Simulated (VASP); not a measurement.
**S: relaxation of cell and atoms with PBE**

S:

```
S
1.0
     0.00000    2.89700    2.89700
     2.89700    0.00000    2.89700
     2.89700    2.89700    0.00000
S
2
Direct
  0.00000 0.00000 0.00000
  0.25000 0.25000 0.25000
```

| Quantity | Value |
| --- | --- |
| Program | VASP 6.6.1 |
| Task | relaxation of cell and atoms |
| Functional | PBE |
| Potentials or basis | VASP PAW PBE potentials, release 64 (S) |
| Cutoff | 600 eV |
| k mesh | 12 × 12 × 12 |
| Occupations | gaussian, width 0.05 eV |
| Spin | no spin polarisation |
| Dipole correction | no |
| Further INCAR settings | ALGO = Normal; EDIFF = 1e-06; IBRION = 2; EDIFFG = -0.02; NSW = 60; ISIF = 3 |

| Property | Result |
| --- | --- |
| Pressure after relaxing | 0.0 GPa |
| Band gap on the k mesh | zero (band 6 reaches 3.65 eV, above the bottom of band 7 at 2.50 eV) |

Final structure:
```
S
1.0
     0.00000    2.89700    2.89700
     2.89700    0.00000    2.89700
     2.89700    2.89700    0.00000
S
2
Direct
  0.00000 0.00000 0.00000
  0.25000 0.25000 0.25000
```

Levels at points of the mesh, in eV from the Fermi level:
| k point | band 4 | band 5 | band 6 | band 7 | band 8 | band 9 |
| --- | --- | --- | --- | --- | --- | --- |
| (0.00, 0.00, 0.00) | -3.80 | -3.80 | -0.90 | -0.90 | -0.90 | 5.63 |
| (0.50, 0.00, 0.00) | -4.55 | -4.21 | 0.25 | 0.25 | 1.97 | 7.55 |
| (0.50, 0.50, 0.00) | -5.40 | -1.95 | -1.95 | 2.29 | 2.29 | 6.81 |

Run time: 15 s on 1 thread of Intel(R) Xeon(R) 6975P-C (Granite Rapids), on a shared host, peak memory 0.2 GiB.

Caveat: the relaxation stopped at its first step, so nothing moved.
